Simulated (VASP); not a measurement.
# BeIr3 (P6_3/mmc) in VASP: further runs

BeIr3 is run at these levels: PBE; tasks: single point, relaxation of cell and atoms.

All numbers are computed with VASP 6.6.1; they aren't measurements. Logs are shortened: lines on timing, memory, paths and dates and some standing lists are left out, and cuts for length are marked.

## (1) The cell of the first run

Symmetry: P6_3/mmc, No. 194, hexagonal system. The conventional cell has a = 5.432 Å, b = 5.432 Å, c = 4.197 Å, α = 90.00°, β = 90.00°, γ = 120.00°. Within 3.4 Å of Be (site symmetry -6m2) lie 12 Ir at 2.59 to 2.72 Å. Ir (site symmetry mm2) has 4 Be at 2.59 to 2.72 Å and 8 Ir at 2.63 to 2.81 Å within 3.4 Å.

## (2) Single point, PBE

Input file INCAR:

```
  PREC = Accurate
  ENCUT = 520
  EDIFF = 1E-7
  ISMEAR = 0
  SIGMA = 0.1
  LREAL = F
  LASPH = T
  NELM = 80
  ALGO = Fast
  ISIF = 2
  LWAVE = F
  LCHARG = T
  GGA = PE
  LELF = T
  LVHAR = T
  NBANDS = 39
```

Input file KPOINTS:

```
regular mesh
0
Gamma
  12 12 10
```

Input file POSCAR:

```
BeIr3
1.0
    5.4319767458      0.0000000000      0.0000000000
   -2.7159883729      4.7042298546      0.0000000000
    0.0000000000      0.0000000000      4.1973564099
Be Ir
2 6
Direct
    0.3333333333      0.6666666667      0.2500000000
    0.6666666667      0.3333333333      0.7500000000
    0.8277678301      0.6555356603      0.2500000000
    0.1722321699      0.8277678301      0.7500000000
    0.3444643397      0.1722321699      0.2500000000
    0.1722321699      0.3444643397      0.7500000000
    0.8277678301      0.1722321699      0.2500000000
    0.6555356603      0.8277678301      0.7500000000
```

Potentials or basis: VASP PAW PBE potentials, release 64 (Be, Ir).

Launch:

```sh
cat potpaw_PBE.64/Be/POTCAR potpaw_PBE.64/Ir/POTCAR > POTCAR
mpirun -np 1 vasp_std > vasp.out
```

OUTCAR:

```text
PREC = Accurate
   ENCUT = 520
   EDIFF = 1E-7
   ISMEAR = 0
   LREAL = F
   LASPH = T
   NELM = 80
   ISIF = 2
   GGA = PE

 ion  position               nearest neighbor table
   1  0.333  0.667  0.250-   4 2.59   4 2.59   6 2.59   6 2.59   8 2.59   8 2.59   5 2.72   7 2.72
                             7 2.72   5 2.72   3 2.72   3 2.72
   2  0.667  0.333  0.750-   7 2.59   7 2.59   3 2.59   3 2.59   5 2.59   5 2.59   8 2.72   4 2.72
                             4 2.72   8 2.72   6 2.72   6 2.72
   3  0.828  0.656  0.250-   2 2.59   2 2.59   7 2.63   5 2.63   8 2.65   8 2.65   4 2.65   4 2.65
                             1 2.72   1 2.72   7 2.81   5 2.81
   4  0.172  0.828  0.750-   1 2.59   1 2.59   6 2.63   8 2.63   5 2.65   5 2.65   3 2.65   3 2.65
                             2 2.72   2 2.72   6 2.81   8 2.81
   5  0.344  0.172  0.250-   2 2.59   2 2.59   3 2.63   7 2.63   6 2.65   6 2.65   4 2.65   4 2.65
                             1 2.72   1 2.72   3 2.81   7 2.81
   6  0.172  0.344  0.750-   1 2.59   1 2.59   8 2.63   4 2.63   5 2.65   5 2.65   7 2.65   7 2.65
                             2 2.72   2 2.72   4 2.81   8 2.81
   7  0.828  0.172  0.250-   2 2.59   2 2.59   3 2.63   5 2.63   8 2.65   8 2.65   6 2.65   6 2.65
                             1 2.72   1 2.72   3 2.81   5 2.81
   8  0.656  0.828  0.750-   1 2.59   1 2.59   6 2.63   4 2.63   3 2.65   3 2.65   7 2.65   7 2.65
                             2 2.72   2 2.72   6 2.81   4 2.81

  LATTYP: Found a hexagonal cell.
 ALAT       =     5.4319767458
 C/A-ratio  =     0.7727125145

  Lattice vectors:

 A1 = (   5.4319767458,   0.0000000000,   0.0000000000)
 A2 = (  -2.7159883729,   4.7042298546,   0.0000000000)
 A3 = (   0.0000000000,   0.0000000000,   4.1973564099)

Analysis of symmetry for initial positions (statically):
=====================================================================
 Subroutine PRICEL returns:
 Original cell was already a primitive cell.

 Routine SETGRP: Setting up the symmetry group for a
 hexagonal supercell.

 Subroutine GETGRP returns: Found 24 space group operations
 (whereof 12 operations were pure point group operations)
 out of a pool of 24 trial point group operations.

The static configuration has the point symmetry D_3d.
 The point group associated with its full space group is D_6h.

Analysis of symmetry for dynamics (positions and initial velocities):
=====================================================================
 Subroutine PRICEL returns:
 Original cell was already a primitive cell.

 Routine SETGRP: Setting up the symmetry group for a
 hexagonal supercell.

 Subroutine GETGRP returns: Found 24 space group operations
 (whereof 12 operations were pure point group operations)
 out of a pool of 24 trial point group operations.

The dynamic configuration has the point symmetry D_3d.
 The point group associated with its full space group is D_6h.

 Subroutine INISYM returns: Found 24 space group operations
 (whereof 12 operations are pure point group operations),
 and found     1 'primitive' translations

----------------------------------------------------------------------------------------

                                     Primitive cell

  volume of cell :     107.2562

  direct lattice vectors                    reciprocal lattice vectors
     5.431976746  0.000000000  0.000000000     0.184095044  0.106287323  0.000000000
    -2.715988373  4.704229855  0.000000000     0.000000000  0.212574647  0.000000000
     0.000000000  0.000000000  4.197356410     0.000000000  0.000000000  0.238245196

  length of vectors
     5.431976746  5.431976746  4.197356410     0.212574647  0.212574647  0.238245196

  position of ions in fractional coordinates (direct lattice)
     0.333333333  0.666666667  0.250000000
     0.666666667  0.333333333  0.750000000
     0.827767830  0.655535660  0.250000000
     0.172232170  0.827767830  0.750000000
     0.344464340  0.172232170  0.250000000
     0.172232170  0.344464340  0.750000000
     0.827767830  0.172232170  0.250000000
     0.655535660  0.827767830  0.750000000

  ion indices of the primitive-cell ions
   primitive index   ion index
                 1           1
                 2           2
                 3           3
                 4           4
                 5           5
                 6           6
                 7           7
                 8           8

----------------------------------------------------------------------------------------

 KPOINTS: regular mesh

Automatic generation of k-mesh.
 Grid dimensions read from file:
 generate k-points for:   12   12   10

 Generating k-lattice:

  Cartesian coordinates                     Fractional coordinates (reciprocal lattice)
     0.015341254  0.008857277  0.000000000     0.083333333 -0.000000000  0.000000000
     0.000000000  0.017714554  0.000000000     0.000000000  0.083333333  0.000000000
     0.000000000  0.000000000  0.023824520     0.000000000  0.000000000  0.100000000

  Length of vectors
     0.017714554  0.017714554  0.023824520

  Shift w.r.t. Gamma in fractional coordinates (k-lattice)
     0.000000000  0.000000000  0.000000000

 Subroutine IBZKPT returns following result:
 ===========================================

 Found    114 irreducible k-points:

 Following reciprocal coordinates:
            Coordinates               Weight
  0.000000  0.000000  0.000000      1.000000
  0.083333  0.000000  0.000000      6.000000
  0.166667  0.000000  0.000000      6.000000
  0.250000  0.000000  0.000000      6.000000
  0.333333 -0.000000  0.000000      6.000000
  0.416667  0.000000  0.000000      6.000000
[... 16 lines left out ...]
  0.250000  0.000000  0.100000     12.000000
  0.333333 -0.000000  0.100000     12.000000
 [... further k-points ...]
   k-points           NKPTS =    114   k-points in BZ     NKDIM =    114   number of bands    NBANDS=     39
   number of dos      NEDOS =    301   number of ions     NIONS =      8
   total plane-waves  NPLWV =  51200
   dimension x,y,z NGX =    40 NGY =   40 NGZ =   32
   dimension x,y,z NGXF=    80 NGYF=   80 NGZF=   64
   ions per type =               2   6
   NGX,Y,Z   is equivalent  to a cutoff of  12.24, 12.24, 12.67 a.u.
   NGXF,Y,Z  is equivalent  to a cutoff of  24.48, 24.48, 25.35 a.u.
 SYSTEM =  unknown system
   PREC   = accura    normal or accurate (medium, high low for compatibility)
   ISTART =      0    job   : 0-new  1-cont  2-samecut
   ICHARG =      2    charge: 1-file 2-atom 10-const
   ISPIN  =      1    spin polarized calculation?
   LNONCOLLINEAR =      F non collinear calculations
   LSORBIT =      F    spin-orbit coupling
   LASPH  =      T    aspherical Exc in radial PAW
   ENCUT  =  520.0 eV  38.22 Ry    6.18 a.u.  10.10 10.10  7.80*2*pi/ulx,y,z
   NELM   =     80;   NELMIN=  2; NELMDL= -5     # of ELM steps
   EDIFF  = 0.1E-06   stopping-criterion for ELM
   LREAL  =      F    real-space projection
   EDIFFG = 0.1E-05   stopping-criterion for IOM
   NSW    =      0    number of steps for IOM
   IBRION =     -1    ionic relax: 0-MD 1-quasi-New 2-CG
   NFREE  =      0    steps in history (QN), initial steepest desc. (CG)
   ISIF   =      2    stress and relaxation
   ISYM   =      2    0-nonsym 1-usesym 2-fastsym
   POTIM  = 0.5000    time-step for ionic-motion
   TEBEG  =    0.0;   TEEND  =   0.0 temperature during run
   PSTRESS=    0.0 pullay stress
   NELECT =      58.0000    total number of electrons
   NUPDOWN=      -1.0000    fix difference up-down
   EMIN   =  10.00;   EMAX   =-10.00  energy-range for DOS
   EFERMI =   0.00;   METHOD = LEGACY
   ISMEAR =     0;   SIGMA  =   0.10  broadening in eV -4-tet -1-fermi 0-gaus
   EFERMI_NEDOS =   21; number of points for ismear=-14 and -15
   IALGO  =     68    algorithm
   IMIX   =      4    mixing-type and parameters
     AMIX     =   0.40;   BMIX     =  1.00
     AMIX_MAG =   1.60;   BMIX_MAG =  1.00
  volume/ion in A,a.u.               =      13.41        90.48
  Fermi-wavevector in a.u.,A,eV,Ry     =   1.333757  2.520435 24.203512  1.778908
  Thomas-Fermi vector in A             =   2.462591
   LORBIT       =      0    0 simple, 1 ext, 2 COOP (PROOUT), +10 PAW based schemes
   GGA     = PE    functional components
   LHFCALC =     F    Hartree Fock is set to
   AEXX    =    0.0000 exact exchange contribution
   IVDW    =     0    specifies the selected vdW correction
   LEPSILON=     F    determine dielectric tensor
   LRPA    =     F    only Hartree local field effects (RPA)
 non-spin polarized calculation
 RMM-DIIS sequential band-by-band and
 Gauss-broadening in eV      SIGMA  =   0.10
  energy-cutoff  :      520.00
  volume of cell :      107.26
 maximum number of plane-waves:      2932
   NGX = 21   NGY = 21   NGZ = 15

 number of electron      58.0000001 magnetization

 Free energy of the ion-electron system (eV)
  ---------------------------------------------------
  ext. energy  EPLUGINS =         0.00000000
  ---------------------------------------------------
  free energy    TOTEN  =       -60.61444033 eV

  energy without entropy =      -60.56216928  energy(sigma->0) =      -60.58830480

 E-fermi :   8.7728     XC(G=0): -13.0632

 val. band max:        8.7692760077   @ k =   0.4167   0.0833   0.4000
 cond. band min:       8.7758926929   @ k =   0.3333   0.0833   0.2000
 fundamental gap:      0.0066166851
 Fermi energy:         8.7727994428

 k-point     1 :       0.0000    0.0000    0.0000
  band No.  band energies     occupation
      1      -1.6152      2.00000
      2       1.7730      2.00000
      3       2.0999      2.00000
      4       2.2381      2.00000
      5       2.3471      2.00000
      6       2.5084      2.00000
[... 31 lines left out ...]
     38      12.6319      0.00000
     39      15.1050      0.00000

 k-point     2 :       0.0833    0.0000    0.0000
  band No.  band energies     occupation
      1      -1.5537      2.00000
      2       1.8063      2.00000
      3       2.1388      2.00000
      4       2.2613      2.00000
      5       2.3726      2.00000
      6       2.4836      2.00000
[... 916 lines left out ...]
 k-point    24 :       0.3333   -0.0000    0.1000
  band No.  band energies     occupation
      1      -0.5854      2.00000
      2       1.4228      2.00000
      3       2.1262      2.00000
      4       2.5078      2.00000
      5       2.7677      2.00000
      6       2.8886      2.00000
[... 31 lines left out ...]
     38      13.8594      0.00000
     39      14.8825      0.00000

 [... further k-points ...]

------------------------ aborting loop because EDIFF is reached ----------------------------------------

  FORCE on cell =-STRESS in cart. coord.  units (eV):
  Direction    XX          YY          ZZ          XY          YZ          ZX
  --------------------------------------------------------------------------------------
  -------------------------------------------------------------------------------------
  Total        0.2172431      0.2172431      0.3036676      0.0000000     -0.0000000      0.0000000
  in kB        3.2451467      3.2451467      4.5361425      0.0000000     -0.0000000      0.0000000
  external PRESSURE =       3.6754786 kB  Pullay stress =       0.0000000 kB

 VOLUME and BASIS-vectors are now :
 -----------------------------------------------------------------------------
  energy-cutoff  :      520.00
  volume of cell :      107.26
      direct lattice vectors                 reciprocal lattice vectors
     5.431976746  0.000000000  0.000000000     0.184095044  0.106287323  0.000000000
    -2.715988373  4.704229855  0.000000000     0.000000000  0.212574647  0.000000000
     0.000000000  0.000000000  4.197356410     0.000000000  0.000000000  0.238245196

 POSITION                                       TOTAL-FORCE (eV/Angst)
 -----------------------------------------------------------------------------------
     -0.00000      3.13615      1.04934        -0.000000     -0.000000     -0.000000
      2.71599      1.56808      3.14802        -0.000000     -0.000000     -0.000000
      2.71599      3.08379      1.04934        -0.000000     -0.006952      0.000000
     -1.31265      3.89401      3.14802         0.006020     -0.003476      0.000000
      1.40334      0.81022      1.04934         0.006020      0.003476     -0.000000
      0.00000      1.62044      3.14802        -0.000000      0.006952     -0.000000
      4.02864      0.81022      1.04934        -0.006020      0.003476     -0.000000
      1.31265      3.89401      3.14802        -0.006020     -0.003476      0.000000
 -----------------------------------------------------------------------------------
    total drift:                               -0.000000      0.000000     -0.000000

  FREE ENERGIE OF THE ION-ELECTRON SYSTEM (eV)
  ---------------------------------------------------
  free  energy   TOTEN  =       -60.6144403253 eV

  energy  without entropy=      -60.5621692810  energy(sigma->0) =      -60.58830480
```

Run time: 9.5 min. Hardware: 1 thread of Intel Xeon Platinum 8375C at 2.90GHz (Ice Lake), shared host; peak memory 0.48 GiB.

Results:

```yaml
Free_energy: -60.6144 eV
Pressure: 0.4 GPa
Largest_force: 0.007 eV/Å
Band_gap_on_the_k_mesh: zero (bands 29 and 30 overlap by 0.71 eV)
```

Forces on the atoms (eV/Å):
```
Be   0.000  0.000  0.000
Be   0.000  0.000  0.000
Ir   0.000 -0.007  0.000
Ir   0.006 -0.003  0.000
Ir   0.006  0.003  0.000
Ir   0.000  0.007  0.000
Ir  -0.006  0.003  0.000
Ir  -0.006 -0.003  0.000
```

Caveat: spin-orbit coupling is left out, which moves the levels of the heavy elements.

(Continued in part 2 of 2.)
